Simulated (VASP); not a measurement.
# MnSb (zincblende type) (F-43m) in VASP: a series of runs, part 2 of 2

VASP 6.6.1.

## Step 3: Single point, PBE, collinear spin, ferromagnetic start (volume scaled by 0.98)

Contents of INCAR:

```
SYSTEM = MnSb
  ALGO = Normal
  EDIFF = 1E-6
  ENCUT = 520
  GGA = PE
  ISIF = 2
  ISMEAR = -1
  ISPIN = 2
  LASPH = .TRUE.
  LCHARG = .TRUE.
  LELF = .TRUE.
  LMAXMIX = 4
  LORBIT = 11
  LREAL = .FALSE.
  LVHAR = .TRUE.
  LWAVE = .FALSE.
  MAGMOM = 4 0
  NBANDS = 20
  NELM = 150
  PREC = Accurate
  SIGMA = 0.03
```

Contents of KPOINTS:

```
k-points
0
G
  10 10 10
  0 0 0
```

Contents of POSCAR:

```
MnSb
1.0
    0.0000000000      3.0693486081      3.0693486081
    3.0693486081      0.0000000000      3.0693486081
    3.0693486081      3.0693486081      0.0000000000
Mn Sb
1 1
Direct
    0.0000000000      0.0000000000      0.0000000000
    0.2500000000      0.2500000000      0.2500000000
```

Potentials or basis: VASP PAW PBE potentials, release 64 (Mn_pv, Sb).

On the command line:

```bash
cat potpaw_PBE.64/Mn_pv/POTCAR potpaw_PBE.64/Sb/POTCAR > POTCAR
mpirun -np 1 vasp_std > vasp.out
```

OUTCAR:

```text
SYSTEM = MnSb
   EDIFF = 1E-6
   ENCUT = 520
   GGA = PE
   ISIF = 2
   ISMEAR = -1
   ISPIN = 2
   LASPH = .TRUE.
   LORBIT = 11
   LREAL = .FALSE.
   NELM = 150
   PREC = Accurate

 ion  position               nearest neighbor table
   1  0.000  0.000  0.000-   2 2.66   2 2.66   2 2.66   2 2.66
   2  0.250  0.250  0.250-   1 2.66   1 2.66   1 2.66   1 2.66

  LATTYP: Found a face centered cubic cell.
 ALAT       =     6.1386972162

  Lattice vectors:

 A1 = (   0.0000000000,   3.0693486081,   3.0693486081)
 A2 = (   3.0693486081,   0.0000000000,   3.0693486081)
 A3 = (   3.0693486081,   3.0693486081,   0.0000000000)

Analysis of symmetry for initial positions (statically):
=====================================================================
 Subroutine PRICEL returns:
 Original cell was already a primitive cell.

 Routine SETGRP: Setting up the symmetry group for a
 face centered cubic supercell.

 Subroutine GETGRP returns: Found 24 space group operations
 (whereof 24 operations were pure point group operations)
 out of a pool of 48 trial point group operations.

The static configuration has the point symmetry T_d .

Analysis of symmetry for dynamics (positions and initial velocities):
=====================================================================
 Subroutine PRICEL returns:
 Original cell was already a primitive cell.

 Routine SETGRP: Setting up the symmetry group for a
 face centered cubic supercell.

 Subroutine GETGRP returns: Found 24 space group operations
 (whereof 24 operations were pure point group operations)
 out of a pool of 48 trial point group operations.

The dynamic configuration has the point symmetry T_d .

Analysis of structural, dynamic, and magnetic symmetry:
=====================================================================
 Subroutine PRICEL returns:
 Original cell was already a primitive cell.

 Routine SETGRP: Setting up the symmetry group for a
 face centered cubic supercell.

 Subroutine GETGRP returns: Found 24 space group operations
 (whereof 24 operations were pure point group operations)
 out of a pool of 48 trial point group operations.

The overall configuration has the point symmetry T_d .

 Subroutine INISYM returns: Found 24 space group operations
 (whereof 24 operations are pure point group operations),
 and found     1 'primitive' translations

----------------------------------------------------------------------------------------

                                     Primitive cell

  volume of cell :      57.8321

  direct lattice vectors                    reciprocal lattice vectors
     0.000000000  3.069348608  3.069348608    -0.162901014  0.162901014  0.162901014
     3.069348608  0.000000000  3.069348608     0.162901014 -0.162901014  0.162901014
     3.069348608  3.069348608  0.000000000     0.162901014  0.162901014 -0.162901014

  length of vectors
     4.340714429  4.340714429  4.340714429     0.282152833  0.282152833  0.282152833

  position of ions in fractional coordinates (direct lattice)
     0.000000000  0.000000000  0.000000000
     0.250000000  0.250000000  0.250000000

  ion indices of the primitive-cell ions
   primitive index   ion index
                 1           1
                 2           2

----------------------------------------------------------------------------------------
[... 59 lines left out ...]
   NGXF,Y,Z  is equivalent  to a cutoff of  24.51, 24.51, 24.51 a.u.
 SYSTEM =  MnSb
   PREC   = accura    normal or accurate (medium, high low for compatibility)
   ISTART =      0    job   : 0-new  1-cont  2-samecut
   ICHARG =      2    charge: 1-file 2-atom 10-const
   ISPIN  =      2    spin polarized calculation?
   LNONCOLLINEAR =      F non collinear calculations
   LSORBIT =      F    spin-orbit coupling
   LASPH  =      T    aspherical Exc in radial PAW
   ENCUT  =  520.0 eV  38.22 Ry    6.18 a.u.   8.07  8.07  8.07*2*pi/ulx,y,z
   NELM   =    150;   NELMIN=  2; NELMDL= -5     # of ELM steps
   EDIFF  = 0.1E-05   stopping-criterion for ELM
   LREAL  =      F    real-space projection
   EDIFFG = 0.1E-04   stopping-criterion for IOM
   NSW    =      0    number of steps for IOM
   IBRION =     -1    ionic relax: 0-MD 1-quasi-New 2-CG
   NFREE  =      0    steps in history (QN), initial steepest desc. (CG)
   ISIF   =      2    stress and relaxation
   ISYM   =      2    0-nonsym 1-usesym 2-fastsym
   POTIM  = 0.5000    time-step for ionic-motion
   TEBEG  =    0.0;   TEEND  =   0.0 temperature during run
   PSTRESS=    0.0 pullay stress
   NELECT =      18.0000    total number of electrons
   NUPDOWN=      -1.0000    fix difference up-down
   EMIN   =  10.00;   EMAX   =-10.00  energy-range for DOS
   EFERMI =   0.00;   METHOD = LEGACY
   ISMEAR =    -1;   SIGMA  =   0.03  broadening in eV -4-tet -1-fermi 0-gaus
   EFERMI_NEDOS =   21; number of points for ismear=-14 and -15
   IALGO  =     38    algorithm
   IMIX   =      4    mixing-type and parameters
     AMIX     =   0.40;   BMIX     =  1.00
     AMIX_MAG =   1.60;   BMIX_MAG =  1.00
  volume/ion in A,a.u.               =      28.92       195.13
  Fermi-wavevector in a.u.,A,eV,Ry     =   1.109454  2.096565 16.747262  1.230889
  Thomas-Fermi vector in A             =   2.245994
   LORBIT       =     11    0 simple, 1 ext, 2 COOP (PROOUT), +10 PAW based schemes
   GGA     = PE    functional components
   LHFCALC =     F    Hartree Fock is set to
   AEXX    =    0.0000 exact exchange contribution
   IVDW    =     0    specifies the selected vdW correction
   LEPSILON=     F    determine dielectric tensor
   LRPA    =     F    only Hartree local field effects (RPA)
 spin polarized calculation
  energy-cutoff  :      520.00
  volume of cell :       57.83
 maximum number of plane-waves:      1588
   NGX = 17   NGY = 17   NGZ = 17

 number of electron      18.0000016 magnetization       3.9977712

 Free energy of the ion-electron system (eV)
  ---------------------------------------------------
  ext. energy  EPLUGINS =         0.00000000
  ---------------------------------------------------
  free energy    TOTEN  =       -12.28157473 eV

  energy without entropy =      -12.27902711  energy(sigma->0) =      -12.28030092

 E-fermi :   4.4354     XC(G=0):  -9.0532

 val. band max:        4.4261509949   @ k =  -0.4000   0.3000   0.0000
 cond. band min:       4.4603345205   @ k =   0.4000   0.2000   0.0000
 fundamental gap:      0.0341835255
 Fermi energy:         4.4354341923

 spin component 1

 k-point     1 :       0.0000    0.0000    0.0000
  band No.  band energies     occupation
      1     -45.9040      1.00000
      2     -45.9040      1.00000
      3     -45.9040      1.00000
      4      -5.5859      1.00000
      5       0.9572      1.00000
      6       0.9572      1.00000
[... 541 lines left out ...]
     19      17.1782      0.00000
     20      18.3032      0.00000

 [... further k-points ...]

 spin component 2

 k-point     1 :       0.0000    0.0000    0.0000
  band No.  band energies     occupation
      1     -41.8438      1.00000
      2     -41.8438      1.00000
      3     -41.8438      1.00000
      4      -5.5365      1.00000
      5       3.0424      1.00000
      6       3.0424      1.00000
[... 541 lines left out ...]
     19      17.7096      0.00000
     20      18.7672      0.00000

 [... further k-points ...]
[... 5 lines left out ...]
  --------------------------------------------------------------------------------------
  -------------------------------------------------------------------------------------
  Total        0.3171472      0.3171472      0.3171472      0.0000000      0.0000000      0.0000000
  in kB        8.7862347      8.7862347      8.7862347      0.0000000      0.0000000      0.0000000
  external PRESSURE =       8.7862347 kB  Pullay stress =       0.0000000 kB

 VOLUME and BASIS-vectors are now :
 -----------------------------------------------------------------------------
  energy-cutoff  :      520.00
  volume of cell :       57.83
      direct lattice vectors                 reciprocal lattice vectors
     0.000000000  3.069348608  3.069348608    -0.162901014  0.162901014  0.162901014
     3.069348608  0.000000000  3.069348608     0.162901014 -0.162901014  0.162901014
     3.069348608  3.069348608  0.000000000     0.162901014  0.162901014 -0.162901014

 POSITION                                       TOTAL-FORCE (eV/Angst)
 -----------------------------------------------------------------------------------
      0.00000      0.00000      0.00000        -0.000000     -0.000000     -0.000000
      1.53467      1.53467      1.53467         0.000000      0.000000      0.000000
 -----------------------------------------------------------------------------------
    total drift:                               -0.000000     -0.000000     -0.000001

  FREE ENERGIE OF THE ION-ELECTRON SYSTEM (eV)
  ---------------------------------------------------
  free  energy   TOTEN  =       -12.2815747252 eV

  energy  without entropy=      -12.2790271145  energy(sigma->0) =      -12.28030092

 total charge

# of ion       s       p       d       tot
------------------------------------------
    1        0.320   6.197   4.933  11.451
    2        1.140   1.345   0.024   2.509
--------------------------------------------------
tot          1.461   7.542   4.958  13.961

 magnetization (x)

# of ion       s       p       d       tot
------------------------------------------
    1        0.061   0.041   3.767   3.870
    2        0.000  -0.177   0.014  -0.163
--------------------------------------------------
tot          0.062  -0.136   3.781   3.707
```

OSZICAR:

```text
N       E                     dE             d eps       ncg     rms          rms(c)
DAV:   1     0.112271674915E+03    0.11227E+03   -0.95648E+03  4128   0.838E+02
DAV:   2    -0.889406424418E+01   -0.12117E+03   -0.11468E+03  3908   0.227E+02
DAV:   3    -0.134540973509E+02   -0.45600E+01   -0.45170E+01  4400   0.501E+01
DAV:   4    -0.135164035705E+02   -0.62306E-01   -0.62286E-01  4244   0.587E+00
DAV:   5    -0.135181042455E+02   -0.17007E-02   -0.17006E-02  4224   0.100E+00    0.102E+01
DAV:   6    -0.143278539601E+02   -0.80975E+00   -0.10545E+01  4164   0.381E+01    0.192E+01
DAV:   7    -0.122368586413E+02    0.20910E+01   -0.56135E+00  4160   0.286E+01    0.612E+00
DAV:   8    -0.122893503014E+02   -0.52492E-01   -0.20026E-01  4160   0.367E+00    0.308E+00
DAV:   9    -0.122671143103E+02    0.22236E-01   -0.18844E-01  4144   0.453E+00    0.166E+00
DAV:  10    -0.122777393257E+02   -0.10625E-01   -0.26200E-02  4084   0.912E-01    0.116E+00
DAV:  11    -0.122809051709E+02   -0.31658E-02   -0.29382E-03  4136   0.567E-01    0.588E-01
DAV:  12    -0.122815006559E+02   -0.59549E-03   -0.26066E-03  4164   0.521E-01    0.135E-01
DAV:  13    -0.122815691213E+02   -0.68465E-04   -0.50900E-04  4252   0.145E-01    0.372E-02
DAV:  14    -0.122815742027E+02   -0.50814E-05   -0.33146E-05  4080   0.342E-02    0.274E-02
DAV:  15    -0.122815747252E+02   -0.52254E-06   -0.73318E-06  4152   0.263E-02
   1 F= -.12281575E+02 E0= -.12280301E+02  d E =-.254761E-02  mag=     3.9989
```

stdout:

```text
POSCAR found type information on POSCAR MnSb
 POSCAR found :  2 types and       2 ions
 scaLAPACK will be used
 LDA part: xc-table for (Slater+PW92), standard interpolation
 POSCAR, INCAR and KPOINTS ok, starting setup
 FFT: planning ... GRIDC
 FFT: planning ... GRID_SOFT
 FFT: planning ... GRID
 WAVECAR not read
 entering main loop
```

It took 56 s on 1 thread of Intel Xeon 6975P-C, shared host; peak memory 0.26 GiB.

Results:

```
Free energy                                           : -12.2816 eV
Pressure                                              : 0.9 GPa
Band gap on the k mesh                                : zero (filled and empty bands overlap)
Net moment                                            : 4.00 μB per cell
Site moments                                          : Mn +3.87; Sb -0.16 μB
Valence electrons inside the program's atomic spheres : Mn 11.45; Sb 2.51
```

Caveat: the cell differs from its parent crystal (volume scaled by 0.98); spin-orbit coupling is left out, which moves the levels of the heavy elements; a cell with one magnetic atom can't hold antiferromagnetic order, which such compounds often take.

## Step 4: Single point, PBE, collinear spin, ferromagnetic start

This run uses another cell than the first one, of 29.51 Å³/atom, 1.042 times its volume.

Contents of INCAR:

```
PREC = Accurate ; ENCUT = 520
EDIFF = 1E-6 ; ISMEAR = -1
SIGMA = 0.03 ; LREAL = F
LASPH = T ; NELM = 150
ALGO = Normal ; ISIF = 2
LWAVE = F ; LCHARG = F
ISPIN = 2 ; MAGMOM = 4 0
LORBIT = 11 ; LMAXMIX = 4
GGA = PE ; NBANDS = 20
```

Contents of KPOINTS:

```
regular mesh
0
Gamma
  10 10 10
```

Contents of POSCAR:

```
MnSb
1.0
    0.0000000000      3.0900880792      3.0900880792
    3.0900880792      0.0000000000      3.0900880792
    3.0900880792      3.0900880792      0.0000000000
Mn Sb
1 1
Direct
    0.0000000000      0.0000000000      0.0000000000
    0.2500000000      0.2500000000      0.2500000000
```

On the command line:

```bash
cat potpaw_PBE.64/Mn_pv/POTCAR potpaw_PBE.64/Sb/POTCAR > POTCAR
mpirun -np 1 vasp_std > vasp.out
```

It took 1.8 min on 1 thread of Intel Xeon 6975P-C, shared host; peak memory 0.29 GiB.

It converged, with:

| Property | Result |
| --- | --- |
| Free energy | -12.2852 eV |
| Pressure | -0.1 GPa |
| Band gap on the k mesh | zero (filled and empty bands overlap) |
| Net moment | 4.00 μB per cell |
| Site moments | Mn +3.89; Sb -0.17 μB |
| Valence electrons inside the program's atomic spheres | Mn 11.43; Sb 2.50 |

Levels at points of the mesh, in eV from the Fermi level:
Spin up:
```tsv
k point	band 9	band 10	band 11	band 12	band 13	band 14
(0.00, 0.00, 0.00)	-2.82	2.36	2.36	2.36	3.22	5.26
(0.50, 0.00, 0.00)	-2.75	-2.49	1.00	1.00	3.61	5.89
(0.50, 0.50, 0.00)	-2.60	-2.33	-0.80	-0.80	3.08	3.80
```
Spin down:
| k point | band 4 | band 5 | band 6 | band 7 | band 8 | band 9 | band 10 | band 11 |
| --- | --- | --- | --- | --- | --- | --- | --- | --- |
| (0.00, 0.00, 0.00) | -9.88 | -1.34 | -1.34 | -1.34 | 0.89 | 0.89 | 3.75 | 3.75 |
| (0.50, 0.00, 0.00) | -8.89 | -3.64 | -1.25 | -1.25 | 0.76 | 0.91 | 0.91 | 2.41 |
| (0.50, 0.50, 0.00) | -8.54 | -3.53 | -1.34 | -1.34 | 0.23 | 0.85 | 1.07 | 1.16 |

Caveat: spin-orbit coupling is left out, which moves the levels of the heavy elements; a cell with one magnetic atom can't hold antiferromagnetic order, which such compounds often take.

## Step 5: Summary

| cell | gap on the mesh (eV) | pressure (GPa) | moment (μB) |
| --- | --- | --- | --- |
| a = 4.311 Å, angles 60.0°, 2 atoms | none | 2.0 | 4.00 |
| a = 4.341 Å, angles 60.0°, 2 atoms | none | 0.9 | 4.00 |
| a = 4.370 Å, angles 60.0°, 2 atoms | none | -0.1 | 4.00 |

Alike in all rows: task single point; level PBE; potentials or basis VASP PAW PBE potentials, release 64 (Mn_pv, Sb); spin collinear, ferromagnetic start; k mesh 10 × 10 × 10; cutoff (eV) 520; smearing fermi-dirac 0.03 eV.

Caveats: spin-orbit coupling is left out, which moves the levels of the heavy elements; a cell with one magnetic atom can't hold antiferromagnetic order, which such compounds often take.

Total energies depend on the potentials used, so only differences within one code and one set of settings carry meaning.
